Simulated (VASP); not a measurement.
# Mg3BeTe4 (P-43m) in VASP: further runs

The runs below take Mg3BeTe4 through relaxation of cell and atoms, with PBE.

Program: VASP 6.6.1. These are calculated values, not measurements. Logs are shortened: lines on timing, memory, paths and dates and some standing lists are left out, and cuts for length are marked.

## Step 1: The cell of the first run

The structure is cubic, space group P-43m (No. 215). Conventional cell: a = 6.220 Å, b = 6.220 Å, c = 6.220 Å, α = 90.00°, β = 90.00°, γ = 90.00°. Mg (site symmetry -42m) has 4 Te at 2.77 Å within 3.7 Å. Within 3.3 Å of Be (site symmetry -43m) lie 4 Te at 2.48 Å. Te (site symmetry 3m) has 1 Be at 2.48 Å and 3 Mg at 2.77 Å within 3.3 Å.

## Step 2: Relaxation of cell and atoms, PBE

INCAR

```
PREC = Accurate
ENCUT = 600
EDIFF = 1E-6
ISMEAR = 0
SIGMA = 0.2
LREAL = False
LASPH = True
NELM = 80
ALGO = Normal
ISIF = 3
LWAVE = False
LCHARG = False
GGA = PE
IBRION = 2
NSW = 36
EDIFFG = -0.08
```

KPOINTS

```
Automatic mesh
0
Gamma
  3 3 3
```

POSCAR

```
Mg3BeTe4
1.0
    6.2200000000      0.0000000000      0.0000000000
    0.0000000000      6.2200000000      0.0000000000
    0.0000000000      0.0000000000      6.2200000000
Mg Be Te
3 1 4
Direct
    0.5000000000      0.0000000000      0.5000000000
    0.0000000000      0.5000000000      0.5000000000
    0.5000000000      0.5000000000      0.0000000000
    0.0000000000      0.0000000000      0.0000000000
    0.2300000000      0.7700000000      0.7700000000
    0.7700000000      0.7700000000      0.2300000000
    0.7700000000      0.2300000000      0.7700000000
    0.2300000000      0.2300000000      0.2300000000
```

Potentials or basis: VASP PAW PBE potentials, release 64 (Mg, Be, Te).

Run with:

```bash
$ cat potpaw_PBE.64/Mg/POTCAR potpaw_PBE.64/Be/POTCAR potpaw_PBE.64/Te/POTCAR > POTCAR
$ mpirun -np 1 vasp_std > vasp.out
```

OUTCAR:

```text
PREC = Accurate
   ENCUT = 600
   EDIFF = 1E-6
   ISMEAR = 0
   LREAL = False
   LASPH = True
   NELM = 80
   ISIF = 3
   GGA = PE
   IBRION = 2
   NSW = 36
   EDIFFG = -0.08

 ion  position               nearest neighbor table
   1  0.500  0.000  0.500-   5 2.77   6 2.77   7 2.77   8 2.77
   2  0.000  0.500  0.500-   5 2.77   6 2.77   7 2.77   8 2.77
   3  0.500  0.500  0.000-   5 2.77   6 2.77   7 2.77   8 2.77
   4  0.000  0.000  0.000-   5 2.48   6 2.48   7 2.48   8 2.48
   5  0.230  0.770  0.770-   4 2.48   2 2.77   3 2.77   1 2.77
   6  0.770  0.770  0.230-   4 2.48   2 2.77   3 2.77   1 2.77
   7  0.770  0.230  0.770-   4 2.48   2 2.77   3 2.77   1 2.77
   8  0.230  0.230  0.230-   4 2.48   2 2.77   3 2.77   1 2.77

  LATTYP: Found a simple cubic cell.
 ALAT       =     6.2200000000

  Lattice vectors:

 A1 = (   6.2200000000,   0.0000000000,   0.0000000000)
 A2 = (   0.0000000000,   6.2200000000,   0.0000000000)
 A3 = (   0.0000000000,   0.0000000000,   6.2200000000)

Analysis of symmetry for initial positions (statically):
=====================================================================
 Subroutine PRICEL returns:
 Original cell was already a primitive cell.

 Routine SETGRP: Setting up the symmetry group for a
 simple cubic supercell.

 Subroutine GETGRP returns: Found 24 space group operations
 (whereof 24 operations were pure point group operations)
 out of a pool of 48 trial point group operations.

The static configuration has the point symmetry T_d .

Analysis of symmetry for dynamics (positions and initial velocities):
=====================================================================
 Subroutine PRICEL returns:
 Original cell was already a primitive cell.

 Routine SETGRP: Setting up the symmetry group for a
 simple cubic supercell.

 Subroutine GETGRP returns: Found 24 space group operations
 (whereof 24 operations were pure point group operations)
 out of a pool of 48 trial point group operations.

The dynamic configuration has the point symmetry T_d .

 Subroutine INISYM returns: Found 24 space group operations
 (whereof 24 operations are pure point group operations),
 and found     1 'primitive' translations

----------------------------------------------------------------------------------------

                                     Primitive cell

  volume of cell :     240.6418

  direct lattice vectors                    reciprocal lattice vectors
     6.220000000  0.000000000  0.000000000     0.160771704  0.000000000  0.000000000
     0.000000000  6.220000000  0.000000000     0.000000000  0.160771704  0.000000000
     0.000000000  0.000000000  6.220000000     0.000000000  0.000000000  0.160771704

  length of vectors
     6.220000000  6.220000000  6.220000000     0.160771704  0.160771704  0.160771704

  position of ions in fractional coordinates (direct lattice)
     0.500000000  0.000000000  0.500000000
     0.000000000  0.500000000  0.500000000
     0.500000000  0.500000000  0.000000000
     0.000000000  0.000000000  0.000000000
     0.230000000  0.770000000  0.770000000
     0.770000000  0.770000000  0.230000000
     0.770000000  0.230000000  0.770000000
     0.230000000  0.230000000  0.230000000

  ion indices of the primitive-cell ions
   primitive index   ion index
                 1           1
                 2           2
                 3           3
                 4           4
                 5           5
                 6           6
                 7           7
                 8           8

[... 64 lines left out ...]
   EFERMI =   0.00;   METHOD = LEGACY
   ISMEAR =     0;   SIGMA  =   0.20  broadening in eV -4-tet -1-fermi 0-gaus
   EFERMI_NEDOS =   21; number of points for ismear=-14 and -15
   IALGO  =     38    algorithm
   IMIX   =      4    mixing-type and parameters
     AMIX     =   0.40;   BMIX     =  1.00
     AMIX_MAG =   1.60;   BMIX_MAG =  1.00
  volume/ion in A,a.u.               =      30.08       202.99
  Fermi-wavevector in a.u.,A,eV,Ry     =   0.835605  1.579065  9.500077  0.698236
  Thomas-Fermi vector in A             =   1.949191
   LORBIT       =      0    0 simple, 1 ext, 2 COOP (PROOUT), +10 PAW based schemes
   GGA     = PE    functional components
   LHFCALC =     F    Hartree Fock is set to
   AEXX    =    0.0000 exact exchange contribution
   IVDW    =     0    specifies the selected vdW correction
   LEPSILON=     F    determine dielectric tensor
   LRPA    =     F    only Hartree local field effects (RPA)
 conjugate gradient relaxation of ions
 non-spin polarized calculation
 Gauss-broadening in eV      SIGMA  =   0.20
  energy-cutoff  :      600.00
  volume of cell :      240.64
 maximum number of plane-waves:      8121
 NGX is ok and might be reduce to    50
   NGX = 25   NGY = 25   NGZ = 25

--------------------------------------- Ionic step        1  -------------------------------------------

 number of electron      31.9999996 magnetization

 Free energy of the ion-electron system (eV)
  ---------------------------------------------------
  ext. energy  EPLUGINS =         0.00000000
  ---------------------------------------------------
  free energy    TOTEN  =       -26.47219633 eV

  energy without entropy =      -26.47219633  energy(sigma->0) =      -26.47219633

------------------------ aborting loop because EDIFF is reached ----------------------------------------

  FORCE on cell =-STRESS in cart. coord.  units (eV):
  Direction    XX          YY          ZZ          XY          YZ          ZX
  --------------------------------------------------------------------------------------
  -------------------------------------------------------------------------------------
  Total        2.3634336      2.3634336      2.3634336     -0.0000000      0.0000000     -0.0000000
  in kB       15.7355831     15.7355831     15.7355831     -0.0000000      0.0000000     -0.0000000
  external PRESSURE =      15.7355831 kB  Pullay stress =       0.0000000 kB

 VOLUME and BASIS-vectors are now :
 -----------------------------------------------------------------------------
  energy-cutoff  :      600.00
  volume of cell :      240.64
      direct lattice vectors                 reciprocal lattice vectors
     6.220000000  0.000000000  0.000000000     0.160771704  0.000000000  0.000000000
     0.000000000  6.220000000  0.000000000     0.000000000  0.160771704  0.000000000
     0.000000000  0.000000000  6.220000000     0.000000000  0.000000000  0.160771704

 POSITION                                       TOTAL-FORCE (eV/Angst)
 -----------------------------------------------------------------------------------
      3.11000      0.00000      3.11000         0.000000      0.000000      0.000000
      0.00000      3.11000      3.11000         0.000000      0.000000      0.000000
      3.11000      3.11000      0.00000         0.000000      0.000000      0.000000
      0.00000      0.00000      0.00000         0.000000      0.000000      0.000000
      1.43060      4.78940      4.78940        -0.014589      0.014589      0.014589
      4.78940      4.78940      1.43060         0.014589      0.014589     -0.014589
      4.78940      1.43060      4.78940         0.014589     -0.014589      0.014589
      1.43060      1.43060      1.43060        -0.014589     -0.014589     -0.014589
 -----------------------------------------------------------------------------------
    total drift:                                0.000000      0.000000      0.000000

  FREE ENERGIE OF THE ION-ELECTRON SYSTEM (eV)
  ---------------------------------------------------
  free  energy   TOTEN  =       -26.4721963282 eV

  energy  without entropy=      -26.4721963282  energy(sigma->0) =      -26.47219633

--------------------------------------- Ionic step        2  -------------------------------------------

 number of electron      32.0000005 magnetization

 Free energy of the ion-electron system (eV)
  ---------------------------------------------------
  ext. energy  EPLUGINS =         0.00000000
  ---------------------------------------------------
  free energy    TOTEN  =       -26.51517323 eV

  energy without entropy =      -26.51517323  energy(sigma->0) =      -26.51517323

 E-fermi :   3.2707     XC(G=0):  -8.0254

 val. band max:        2.3917342368   @ k =   0.0000   0.0000   0.0000
 cond. band min:       4.7108502029   @ k =   0.0000   0.0000   0.0000
 fundamental gap:      2.3191159661
 Fermi energy:         3.2707445951

 k-point     1 :       0.0000    0.0000    0.0000
  band No.  band energies     occupation
      1      -8.1882      2.00000
      2      -7.1931      2.00000
      3      -7.1931      2.00000
      4      -7.1931      2.00000
      5      -1.5654      2.00000
      6      -0.8047      2.00000
[... 85 lines left out ...]
     20       6.1587      0.00000
     21       6.9477      0.00000

------------------------ aborting loop because EDIFF is reached ----------------------------------------

  FORCE on cell =-STRESS in cart. coord.  units (eV):
  Direction    XX          YY          ZZ          XY          YZ          ZX
  --------------------------------------------------------------------------------------
  -------------------------------------------------------------------------------------
  Total       -0.2926541     -0.2926541     -0.2926541      0.0000000     -0.0000000     -0.0000000
  in kB       -1.8674805     -1.8674805     -1.8674805      0.0000000     -0.0000000     -0.0000000
  external PRESSURE =      -1.8674805 kB  Pullay stress =       0.0000000 kB

 VOLUME and BASIS-vectors are now :
 -----------------------------------------------------------------------------
  energy-cutoff  :      600.00
  volume of cell :      251.08
      direct lattice vectors                 reciprocal lattice vectors
     6.308649237  0.000000000 -0.000000000     0.158512538  0.000000000 -0.000000000
    -0.000000000  6.308649237  0.000000000    -0.000000000  0.158512538  0.000000000
     0.000000000  0.000000000  6.308649237     0.000000000  0.000000000  0.158512538

 POSITION                                       TOTAL-FORCE (eV/Angst)
 -----------------------------------------------------------------------------------
      3.15432      0.00000      3.15432        -0.000000      0.000000     -0.000000
      0.00000      3.15432      3.15432        -0.000000      0.000000      0.000000
      3.15432      3.15432     -0.00000        -0.000000      0.000000      0.000000
      0.00000      0.00000      0.00000        -0.000000      0.000000     -0.000000
      1.45028      4.85837      4.85837        -0.003782      0.003782      0.003782
      4.85837      4.85837      1.45028         0.003782      0.003782     -0.003782
      4.85837      1.45028      4.85837         0.003782     -0.003782      0.003782
      1.45028      1.45028      1.45028        -0.003782     -0.003782     -0.003782
 -----------------------------------------------------------------------------------
    total drift:                               -0.000000     -0.000000     -0.000000

  FREE ENERGIE OF THE ION-ELECTRON SYSTEM (eV)
  ---------------------------------------------------
  free  energy   TOTEN  =       -26.5151732291 eV

  energy  without entropy=      -26.5151732291  energy(sigma->0) =      -26.51517323

 reached required accuracy - stopping structural energy minimisation
```

It took 40 s on 1 thread of AMD EPYC 9R45 (Zen 5), shared host; peak memory 0.34 GiB.

Results:

* Free energy: -26.5152 eV
* Relaxed volume: 31.38 Å³/atom
* Relaxed cell: a = 6.309 Å, b = 6.309 Å, c = 6.309 Å, α = 90.00°, β = 90.00°, γ = 90.00°
* Space group after relaxing (to 0.1 Å): P-43m (No. 215)
* Energy gained by relaxing: 5.4 meV/atom
* Ionic steps: 2
* Pressure after relaxing: -0.2 GPa
* Largest force after relaxing: 0.007 eV/Å
* Band gap on the k mesh: 2.32 eV

Forces on the atoms (eV/Å):
```
Mg   0.000  0.000  0.000
Mg   0.000  0.000  0.000
Mg   0.000  0.000  0.000
Be   0.000  0.000  0.000
Te  -0.004  0.004  0.004
Te   0.004  0.004 -0.004
Te   0.004 -0.004  0.004
Te  -0.004 -0.004 -0.004
```

The path:
```
step  energy change (eV)  largest force (eV/Å)  pressure (GPa)  volume (Å³)
   1              0.0000                0.0253            1.57       240.64
   2             -0.0430                0.0066           -0.19       251.08
```

Final structure:
```cif
data_structure
_symmetry_space_group_name_H-M 'P 1'
_symmetry_Int_Tables_number 1
_cell_length_a 6.3086
_cell_length_b 6.3086
_cell_length_c 6.3086
_cell_angle_alpha 90.000
_cell_angle_beta 90.000
_cell_angle_gamma 90.000
_cell_volume 251.08
loop_
_atom_site_label
_atom_site_type_symbol
_atom_site_fract_x
_atom_site_fract_y
_atom_site_fract_z
_atom_site_occupancy
Mg1 Mg 0.50000 0.00000 0.50000 1
Mg2 Mg 0.00000 0.50000 0.50000 1
Mg3 Mg 0.50000 0.50000 0.00000 1
Be1 Be 0.00000 0.00000 0.00000 1
Te1 Te 0.22989 0.77011 0.77011 1
Te2 Te 0.77011 0.77011 0.22989 1
Te3 Te 0.77011 0.22989 0.77011 1
Te4 Te 0.22989 0.22989 0.22989 1
```

Caveat: spin-orbit coupling is left out, which moves the levels of the heavy elements.

(Continued in part 2 of 2.)
